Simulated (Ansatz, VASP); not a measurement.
**Sb: VASP beside Ansatz**

File INCAR:

```
SYSTEM = Sb
PREC = Accurate ; ENCUT = 520
EDIFF = 1E-6 ; ISMEAR = -1
SIGMA = 0.05 ; LREAL = .FALSE.
LASPH = .TRUE. ; NELM = 80
ALGO = Normal ; ISIF = 2
LWAVE = .FALSE. ; LCHARG = .TRUE.
GGA = PE ; LELF = .TRUE.
LVHAR = .TRUE. ; NBANDS = 12
```

KPOINTS

```
regular mesh
0
G
  9 9 9
  0 0 0
```

File POSCAR:

```
Sb
1.0
    2.1648431334      1.2498727658      3.7687954246
   -2.1648431334      1.2498727658      3.7687954246
    0.0000000000     -2.4997455315      3.7687954246
Sb
2
Direct
    0.2336400000      0.2336400000      0.2336400000
    0.7663600000      0.7663600000      0.7663600000
```

Input for Ansatz:

```yaml
crystal:
  lattice:
    - [2.1648431334, 1.2498727658, 3.7687954246]
    - [-2.1648431334, 1.2498727658, 3.7687954246]
    - [0.0, -2.4997455315, 3.7687954246]
  atoms:
    - { symbol: Sb, position: [0.23364, 0.23364, 0.23364] }
    - { symbol: Sb, position: [0.76636, 0.76636, 0.76636] }
kpoints:
  mp_grid: { grid: [9, 9, 9] }
  band_path:
    path:
      - [0.0, 0.0, 0.0]
      - [0.5, 0.5, 0.5]
      - [0.7600111779, 0.2399888221, 0.5]
      - [0.5, -0.2399888221, 0.2399888221]
      - [0.5, 0.0, 0.0]
      - [0.0, 0.0, 0.0]
      - [0.369994411, -0.369994411, 0.0]
      - [0.630005589, 0.0, 0.369994411]
      - [0.5, 0.0, 0.5]
    npoints: 5
scf:
  occupations: { method: fermi_dirac, width: 0.05 }
hamiltonian:
  xc: pbe
  pseudopotentials: { kind: all_electron, lapw: { basis_error: 0.0005 } }
output:
  forces: true
  stress: true
  eigenvalues: true
```

Change from the starting cell: volume scaled by 1.02.

Alike in both runs: task single point; functional PBE; k mesh 9 × 9 × 9; occupations fermi-dirac, width 0.05 eV; no spin polarisation.

```csv
,VASP,Ansatz
version,VASP 6.6.1,Ansatz 0.2.0
potentials or method,"VASP PAW PBE potentials, release 64 (Sb), cutoff 520 eV","all-electron LAPW, scalar-relativistic"
```

|  | VASP | Ansatz | Ansatz less VASP |
| --- | --- | --- | --- |
| pressure (GPa) | 2.0 | 1.9 | -0.06 |
| traceless stress, the component that is largest in VASP (GPa) | -0.21 | -0.18 | +0.031 |
| rms of the force components (eV/Å) | 0.079 | 0.056 | -0.0235 |

Atom by atom the forces differ by 0.024 eV/Å (rms over components). Ansatz ran all-electron here, and VASP with PAW potentials.

Spin-orbit coupling is off throughout.
